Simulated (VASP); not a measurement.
**GePt: single point with PBE**

Crystal: GePt.

```
Ge Pt
1.0
     5.65453    0.00000    0.00000
     0.00000    3.65098    0.00000
     0.00000    0.00000    6.00572
Ge Pt
4 4
Direct
  0.81948 0.75000 0.58757
  0.18052 0.25000 0.41243
  0.68052 0.25000 0.08757
  0.31948 0.75000 0.91243
  0.99428 0.75000 0.18845
  0.00572 0.25000 0.81155
  0.50572 0.25000 0.68845
  0.49428 0.75000 0.31155
```

```json
{
 "Program": "VASP 6.6.1",
 "Task": "single point",
 "Functional": "PBE",
 "Potentials or basis": "VASP PAW PBE potentials, release 64 (Ge_d, Pt)",
 "Cutoff": "520 eV",
 "k mesh": "8 × 13 × 8",
 "Occupations": "fermi-dirac, width 0.05 eV",
 "Spin": "no spin polarisation"
}
```

```yaml
Pressure: 15.3 GPa
Largest_force: 0.019 eV/Å
Band_gap_on_the_k_mesh: zero (bands 48 and 49 overlap by 1.50 eV)
```

Forces in eV/Å, atoms in the order of the input:
```
Ge   0.013  0.000  0.013
Ge  -0.013  0.000 -0.013
Ge  -0.013  0.000  0.013
Ge   0.013  0.000 -0.013
Pt   0.002  0.000  0.007
Pt  -0.002  0.000 -0.007
Pt  -0.002  0.000  0.007
Pt   0.002  0.000 -0.007
```

Stress tensor (GPa, compression positive):
```
15.74  0.00  0.00
 0.00 15.24  0.00
 0.00  0.00 15.04
```

Levels at points of the mesh, in eV from the Fermi level:
```tsv
k point	band 45	band 46	band 47	band 48	band 49	band 50	band 51	band 52
(0.00, 0.00, 0.00)	-2.53	-1.70	-1.45	-1.10	0.58	1.01	3.09	3.27
(0.50, 0.00, 0.00)	-2.60	-2.60	0.05	0.05	1.20	1.20	2.22	2.22
(0.00, 0.00, 0.50)	-2.05	-2.05	-0.04	-0.04	1.05	1.05	2.05	2.05
(0.50, 0.00, 0.50)	-1.55	-1.55	0.66	0.66	1.92	1.92	2.69	2.69
```

Run time: 4.7 min on 4 MPI ranks on Intel(R) Xeon(R) Platinum 8259CL CPU @ 2.50GHz (Skylake/Cascade Lake), on a shared host, peak memory 0.91 GiB a rank.

Caveat: the cell stands under pressure; spin-orbit coupling is left out, which moves the levels of the heavy elements.
